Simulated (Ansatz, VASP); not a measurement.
Be in VASP and in Ansatz

```
CELL_PARAMETERS angstrom
2.33012 0.00000 0.00000
-1.16506 2.01794 0.00000
0.00000 0.00000 3.65450
ATOMIC_POSITIONS crystal
Be 0.66667 0.33333 0.75000
Be 0.33333 0.66667 0.25000
```

Alike in both runs: task single point; functional r2SCAN; k mesh 13 × 13 × 8; occupations fermi-dirac, width 0.05 eV; no spin polarisation.

|  | VASP | Ansatz |
| --- | --- | --- |
| version | VASP 6.6.1 | Ansatz 0.2.0 |
| potentials or method | VASP PAW PBE potentials, release 64 (Be) | Ansatz PAW |
| plane-wave cutoff (eV) | 520 | 500 |
| valence electrons in the cell | 4 | 4 |

Ansatz gave:

| Property | Result |
| --- | --- |
| gap on the k mesh at the Fermi level (eV) | none |
| pressure (GPa) | -8.9 |
| traceless stress, the component that is largest in VASP (GPa) | -0.98 |

Question: Estimate VASP's values.

Answer: gap on the k mesh at the Fermi level (eV): none; pressure (GPa): -8.8; traceless stress, the component that is largest in VASP (GPa): -0.93.

VASP's potentials were made for PBE, not for r2SCAN. A gap of «none» marks a metal or a gap that the smearing closes.
